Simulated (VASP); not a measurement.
# Ba4Er (R3m) in VASP: notebook

The runs below take Ba4Er through single point, with PBE.

Program: VASP 6.6.1. These are calculated values, not measurements. Logs are shortened: lines on timing, memory, paths and dates and some standing lists are left out, and cuts for length are marked.

**1. The cell of the first run**

The structure is trigonal, space group R3m (No. 160). The conventional cell has a = 8.129 Å, b = 8.129 Å, c = 14.753 Å, α = 90.00°, β = 90.00°, γ = 120.00°. Within 5.0 Å of Ba (site symmetry m) lie 3 Er at 3.84 to 4.46 Å and 7 Ba at 3.99 to 4.41 Å. Within 4.9 Å of Ba (site symmetry 3m) lie 4 Er at 3.56 to 4.88 Å and 9 Ba at 3.99 to 4.41 Å. Within 4.9 Å of Er (site symmetry 3m) lie 13 Ba at 3.56 to 4.88 Å.

The cell was built from a structure type or drawn by symmetry, and may not be a known phase.

**2. Single point, PBE**

The input, INCAR:

```
SYSTEM = Ba4Er
PREC     = Accurate       ! precision mode
ENCUT    = 500            ! plane-wave cutoff, eV
EDIFF    = 1E-6           ! SCF threshold, eV
ISMEAR   = 0              ! smearing method
SIGMA    = 0.2            ! smearing width, eV
LREAL    = .FALSE.        ! projectors in reciprocal space
LASPH    = .TRUE.         ! aspherical terms in the spheres
NELM     = 200            ! most SCF steps
ALGO     = Normal         ! electronic algorithm
ISIF     = 2              ! what is computed and relaxed
LWAVE    = .FALSE.        ! write WAVECAR
LCHARG   = .TRUE.         ! write CHGCAR
GGA      = PE             ! functional
LELF     = .TRUE.         ! ELF
LVHAR    = .TRUE.       
NBANDS   = 32             ! bands
GGA_COMPAT= .FALSE.      
LMAXMIX  = 6              ! l up to which the mixer works
```

The input, KPOINTS:

```
regular mesh
0
G
  3 3 3
  0 0 0
```

The input, POSCAR:

```
Ba4Er
1.0
    4.0643599275      2.3465592962      4.9175674072
   -4.0643599275      2.3465592962      4.9175674072
    0.0000000000     -4.6931185985      4.9175674042
Ba Er
4 1
Direct
    0.5234025084      1.0158126834      0.5234025084
    0.5234025084      0.5234025084      1.0158126834
    1.0158126834      0.5234025084      0.5234025084
    0.1370854362      0.1370854362      0.1370854362
    0.8956118635      0.8956118635      0.8956118635
```

Potentials or basis: VASP PAW PBE potentials, release 64 (Ba_sv, Er_3), 4f in core.

On the command line:

```
cat potpaw_PBE.64/Ba_sv/POTCAR potpaw_PBE.64/Er_3/POTCAR > POTCAR
mpirun -np 1 vasp_std > vasp.out
```

OUTCAR:

```text
SYSTEM = Ba4Er
   PREC = Accurate
   ENCUT = 500
   EDIFF = 1E-6
   ISMEAR = 0
   LREAL = .FALSE.
   LASPH = .TRUE.
   NELM = 200
   ISIF = 2
   GGA = PE

 ion  position               nearest neighbor table
   1  0.523  0.016  0.523-   5 3.84   4 3.99   3 4.00   2 4.00   3 4.13   2 4.13   4 4.41   4 4.41

   2  0.523  0.523  0.016-   5 3.84   4 3.99   1 4.00   3 4.00   1 4.13   3 4.13   4 4.41   4 4.41

   3  0.016  0.523  0.523-   5 3.84   4 3.99   1 4.00   2 4.00   1 4.13   2 4.13   4 4.41   4 4.41

   4  0.137  0.137  0.137-   5 3.56   3 3.99   1 3.99   2 3.99   1 4.41   3 4.41   2 4.41   2 4.41
                             1 4.41   3 4.41
   5  0.896  0.896  0.896-   4 3.56   3 3.84   1 3.84   2 3.84

  LATTYP: Found a trigonal (rhomboedric) cell.
 ALAT       =     6.7976342469
 COS(alpha) =     0.2850120365

  Lattice vectors:

 A1 = (   4.0643599275,   2.3465592962,   4.9175674072)
 A2 = (  -4.0643599275,   2.3465592962,   4.9175674072)
 A3 = (   0.0000000000,  -4.6931185985,   4.9175674042)

Analysis of symmetry for initial positions (statically):
=====================================================================
 Subroutine PRICEL returns:
 Original cell was already a primitive cell.

 Routine SETGRP: Setting up the symmetry group for a
 trigonal (rhombohedral) supercell.

 Subroutine GETGRP returns: Found  6 space group operations
 (whereof  6 operations were pure point group operations)
 out of a pool of 12 trial point group operations.

The static configuration has the point symmetry C_3v.

Analysis of symmetry for dynamics (positions and initial velocities):
=====================================================================
 Subroutine PRICEL returns:
 Original cell was already a primitive cell.

 Routine SETGRP: Setting up the symmetry group for a
 trigonal (rhombohedral) supercell.

 Subroutine GETGRP returns: Found  6 space group operations
 (whereof  6 operations were pure point group operations)
 out of a pool of 12 trial point group operations.

The dynamic configuration has the point symmetry C_3v.

 Subroutine INISYM returns: Found  6 space group operations
 (whereof  6 operations are pure point group operations),
 and found     1 'primitive' translations

----------------------------------------------------------------------------------------

                                     Primitive cell
[... 77 lines left out ...]
   NELM   =    200;   NELMIN=  2; NELMDL= -5     # of ELM steps
   EDIFF  = 0.1E-05   stopping-criterion for ELM
   LREAL  =      F    real-space projection
   EDIFFG = 0.1E-04   stopping-criterion for IOM
   NSW    =      0    number of steps for IOM
   IBRION =     -1    ionic relax: 0-MD 1-quasi-New 2-CG
   NFREE  =      0    steps in history (QN), initial steepest desc. (CG)
   ISIF   =      2    stress and relaxation
   ISYM   =      2    0-nonsym 1-usesym 2-fastsym
   POTIM  = 0.5000    time-step for ionic-motion
   TEBEG  =    0.0;   TEEND  =   0.0 temperature during run
   PSTRESS=    0.0 pullay stress
   NELECT =      49.0000    total number of electrons
   NUPDOWN=      -1.0000    fix difference up-down
   EMIN   =  10.00;   EMAX   =-10.00  energy-range for DOS
   EFERMI =   0.00;   METHOD = LEGACY
   ISMEAR =     0;   SIGMA  =   0.20  broadening in eV -4-tet -1-fermi 0-gaus
   EFERMI_NEDOS =   21; number of points for ismear=-14 and -15
   IALGO  =     38    algorithm
   IMIX   =      4    mixing-type and parameters
     AMIX     =   0.40;   BMIX     =  1.00
     AMIX_MAG =   1.60;   BMIX_MAG =  1.00
  volume/ion in A,a.u.               =      56.28       379.80
  Fermi-wavevector in a.u.,A,eV,Ry     =   0.914180  1.727550 11.370733  0.835725
  Thomas-Fermi vector in A             =   2.038777
   LORBIT       =      0    0 simple, 1 ext, 2 COOP (PROOUT), +10 PAW based schemes
   GGA     = PE    functional components
   LHFCALC =     F    Hartree Fock is set to
   AEXX    =    0.0000 exact exchange contribution
   IVDW    =     0    specifies the selected vdW correction
   LEPSILON=     F    determine dielectric tensor
   LRPA    =     F    only Hartree local field effects (RPA)
 non-spin polarized calculation
 Gauss-broadening in eV      SIGMA  =   0.20
  energy-cutoff  :      500.00
  volume of cell :      281.40
 maximum number of plane-waves:      7163
 NGX is ok and might be reduce to    50
   NGX = 25   NGY = 25   NGZ = 25

 number of electron      49.0000003 magnetization

 Free energy of the ion-electron system (eV)
  ---------------------------------------------------
  ext. energy  EPLUGINS =         0.00000000
  ---------------------------------------------------
  free energy    TOTEN  =       -10.49490060 eV

  energy without entropy =      -10.32835737  energy(sigma->0) =      -10.41162899

 E-fermi :   1.7327     XC(G=0):  -7.6968

 val. band max:        1.6912582412   @ k =   0.3333   0.3333   0.0000
 cond. band min:       1.7787912389   @ k =  -0.3333   0.3333   0.0000
 fundamental gap:      0.0875329977
 Fermi energy:         1.7326951489

 k-point     1 :       0.0000    0.0000    0.0000
  band No.  band energies     occupation
      1     -26.9311      2.00000
      2     -26.8468      2.00000
      3     -26.8468      2.00000
      4     -26.8362      2.00000
      5     -24.2939      2.00000
      6     -24.2939      2.00000
[... 199 lines left out ...]
     31       2.9606      0.00000
     32       2.9821      0.00000

------------------------ aborting loop because EDIFF is reached ----------------------------------------

  FORCE on cell =-STRESS in cart. coord.  units (eV):
  Direction    XX          YY          ZZ          XY          YZ          ZX
  --------------------------------------------------------------------------------------
  -------------------------------------------------------------------------------------
  Total        0.2498323      0.2498323      0.8316052      0.0000000     -0.0000000      0.0000000
  in kB        1.4224396      1.4224396      4.7348096      0.0000000     -0.0000000      0.0000000
  external PRESSURE =       2.5265629 kB  Pullay stress =       0.0000000 kB

 VOLUME and BASIS-vectors are now :
 -----------------------------------------------------------------------------
  energy-cutoff  :      500.00
  volume of cell :      281.40
      direct lattice vectors                 reciprocal lattice vectors
     4.064359927  2.346559296  4.917567407     0.123020601  0.071025977  0.067784192
    -4.064359927  2.346559296  4.917567407    -0.123020601  0.071025977  0.067784192
     0.000000000 -4.693118598  4.917567404     0.000000000 -0.142051954  0.067784192

 POSITION                                       TOTAL-FORCE (eV/Angst)
 -----------------------------------------------------------------------------------
      2.06303     -1.19109      5.22549        -0.016907      0.009761     -0.012612
      0.00000      2.38218      5.22549        -0.000000     -0.019522     -0.012612
     -2.06303     -1.19109      5.22549         0.016907      0.009761     -0.012612
      0.00000     -0.00000      2.02238        -0.000000     -0.000000      0.010621
      0.00000     -0.00000     13.21270        -0.000000     -0.000000      0.027216
 -----------------------------------------------------------------------------------
    total drift:                                0.000000      0.000000      0.000824

  FREE ENERGIE OF THE ION-ELECTRON SYSTEM (eV)
  ---------------------------------------------------
  free  energy   TOTEN  =       -10.4949006016 eV

  energy  without entropy=      -10.3283573732  energy(sigma->0) =      -10.41162899
```

Wall time 36 s (1 thread of AMD EPYC 9R45 (Zen 5), shared host); peak memory 0.32 GiB.

What came out:

```yaml
Free_energy: -10.4949 eV
Pressure: 0.3 GPa
Largest_force: 0.027 eV/Å
Band_gap_on_the_k_mesh: zero (an odd number of electrons rules out a gap without spin polarisation)
```

Forces in eV/Å, atoms in the order of the input:
```
Ba  -0.017  0.010 -0.013
Ba   0.000 -0.020 -0.013
Ba   0.017  0.010 -0.013
Ba   0.000  0.000  0.011
Er   0.000  0.000  0.027
```

Levels at points of the mesh, in eV from the Fermi level:
```tsv
k point	band 21	band 22	band 23	band 24	band 25	band 26	band 27	band 28
(0.00, 0.00, 0.00)	-0.70	-0.69	-0.69	-0.65	0.29	0.29	0.50	0.50
```

Caveat: spin-orbit coupling is left out, which moves the levels of the heavy elements; the 4f electrons are frozen in the core, so they carry no moment and show no levels. Spin polarisation is off, so any magnetic state and its effect on volume and gap are missing.

**3. Single point, PBE**

The input, INCAR:

```
SYSTEM = Ba4Er
  ALGO = Normal
  EDIFF = 1E-6
  ENCUT = 500
  GGA = PE
  GGA_COMPAT = .False.
  ISIF = 2
  ISMEAR = 0
  LASPH = .True.
  LCHARG = .False.
  LMAXMIX = 6
  LREAL = .False.
  LWAVE = .False.
  NBANDS = 32
  NELM = 200
  PREC = Accurate
  SIGMA = 0.1
```

The input, KPOINTS:

```
k-points
0
Gamma
  3 3 3
  0 0 0
```

The input, POSCAR:

```
Ba4Er
1.0
    4.0643599275      2.3465592982      4.9175674062
   -4.0643599275      2.3465592982      4.9175674062
    0.0000000000     -4.6931185965      4.9175674062
Ba Er
4 1
Direct
    0.5234025084      0.0158126834      0.5234025084
    0.5234025084      0.5234025084      0.0158126834
    0.0158126834      0.5234025084      0.5234025084
    0.1370854362      0.1370854362      0.1370854362
    0.8956118635      0.8956118635      0.8956118635
```

Potentials or basis: VASP PAW PBE potentials, release 64 (Ba_sv, Er_3), 4f in core.

On the command line:

```
cat potpaw_PBE.64/Ba_sv/POTCAR potpaw_PBE.64/Er_3/POTCAR > POTCAR
mpirun -np 1 vasp_std > vasp.out
```

Run time: 33 s. Hardware: 1 thread of AMD EPYC 9R45 (Zen 5), shared host; peak memory 0.32 GiB.

It converged, with:

* Free energy: -10.4362 eV
* Pressure: 0.2 GPa
* Largest force: 0.034 eV/Å
* Band gap on the k mesh: zero (an odd number of electrons rules out a gap without spin polarisation)

Forces on the atoms (eV/Å):
```
Ba  -0.024  0.014 -0.020
Ba   0.000 -0.028 -0.020
Ba   0.024  0.014 -0.020
Ba   0.000  0.000  0.034
Er   0.000  0.000  0.027
```

Stress tensor (GPa, compression positive):
```
0.06 0.00 0.00
0.00 0.06 0.00
0.00 0.00 0.51
```

Levels at points of the mesh, in eV from the Fermi level:
| k point | band 20 | band 21 | band 22 | band 23 | band 24 | band 25 | band 26 | band 27 | band 28 | band 29 |
| --- | --- | --- | --- | --- | --- | --- | --- | --- | --- | --- |
| (0.00, 0.00, 0.00) | -3.23 | -0.71 | -0.71 | -0.71 | -0.66 | 0.27 | 0.27 | 0.48 | 0.48 | 0.57 |

Caveat: spin-orbit coupling is left out, which moves the levels of the heavy elements; the 4f electrons are frozen in the core, so they carry no moment and show no levels.
